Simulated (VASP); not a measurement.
Here is a VASP 6.6.1 calculation.

The input INCAR:

```
SYSTEM = HfC
PREC = Accurate
ENCUT = 520
EDIFF = 1E-6
ISMEAR = 0
SIGMA = 0.016
LREAL = .False.
LASPH = .True.
NELM = 80
ALGO = Normal
ISIF = 2
LWAVE = .False.
LCHARG = .False.
GGA = PE
NBANDS = 14
```

Contents of KPOINTS:

```
Automatic mesh
0
Gamma
  10 10 10
  0 0 0
```

POSCAR

```
HfC
1.0
    0.0000000000      2.3250000000      2.3250000000
    2.3250000000      0.0000000000      2.3250000000
    2.3250000000      2.3250000000      0.0000000000
Hf C
1 1
Direct
    0.5000000000      0.5000000000      0.5000000000
    0.0000000000      0.0000000000      0.0000000000
```

Potentials or basis: VASP PAW PBE potentials, release 64 (Hf_pv, C).

Launch:

```bash
$ cat potpaw_PBE.64/Hf_pv/POTCAR potpaw_PBE.64/C/POTCAR > POTCAR
$ mpirun -np 1 vasp_std > vasp.out
```

Problem. Predict the pressure.

Solution. -0.5 GPa.

Problem. Predict the band gap on the k mesh.

Solution. Zero (band 7 reaches 6.95 eV, above the bottom of band 8 at 5.55 eV).

Caveat: spin-orbit coupling is left out, which moves the levels of the heavy elements.
